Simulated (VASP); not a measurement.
A run of VASP 6.6.1 is set up as follows.

Contents of INCAR:

```
PREC = Accurate ; ENCUT = 520
EDIFF = 1E-7 ; ISMEAR = -1
SIGMA = 0.06122561905347299 ; LREAL = F
LASPH = T ; NELM = 60
ALGO = Normal ; ISIF = 2
LWAVE = F ; LCHARG = T
GGA = PE ; LELF = T
LVHAR = T ; NBANDS = 12
```

KPOINTS

```
Automatic mesh
0
Gamma
  12 12 12
```

The input POSCAR:

```
La
1.0
   -2.1558766609      2.1558766609      2.1558766609
    2.1558766609     -2.1558766609      2.1558766609
    2.1558766609      2.1558766609     -2.1558766609
La
1
Direct
    0.0000000000      0.0000000000      0.0000000000
```

Potentials or basis: VASP PAW PBE potentials, release 64 (La).

Run with:

```bash
$ cat potpaw_PBE.64/La/POTCAR > POTCAR
$ mpirun -np 1 vasp_std > vasp.out
```

Predict the band gap on the k mesh.

zero (an odd number of electrons rules out a gap without spin polarisation).

Estimate the pressure.

-1.4 GPa.

Caveat: spin-orbit coupling is left out, which moves the levels of the heavy elements.
